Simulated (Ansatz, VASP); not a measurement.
One calculation of CdSe, two programs

```xyz
2
Lattice="0.0000 2.8740 2.8740 2.8740 0.0000 2.8740 2.8740 2.8740 0.0000" Properties=species:S:1:pos:R:3 pbc="T T T"
Cd    0.0000    0.0000    0.0000
Se    2.8740    2.8740    2.8740
```

Alike in both runs: functional RPBE; k mesh 8 × 8 × 8; occupations fermi-dirac, width 0.05 eV; no spin polarisation.

|  | VASP | Ansatz |
| --- | --- | --- |
| version | VASP 6.6.1 | Ansatz 0.2.0 |
| potentials or method | VASP PAW PBE potentials, release 64 (Cd, Se) | Ansatz PAW |
| plane-wave cutoff (eV) | 520 | 420 |
| valence electrons in the cell | 18 | 36 |
| task | single point | band structure |

|  | VASP | Ansatz | Ansatz less VASP |
| --- | --- | --- | --- |
| gap on the k mesh at the Fermi level (eV) | none | none | - |
| pressure (GPa) | 2.2 | 1.9 | -0.32 |

VASP's potentials were made for PBE, not for RPBE. A gap of «none» marks a metal or a gap that the smearing closes. With one functional, cell and mesh, what is left measures potentials, basis and numerics. VASP's potentials hold 18 valence electrons a cell and Ansatz's 36, so a difference there can come from the potentials and not from the codes.
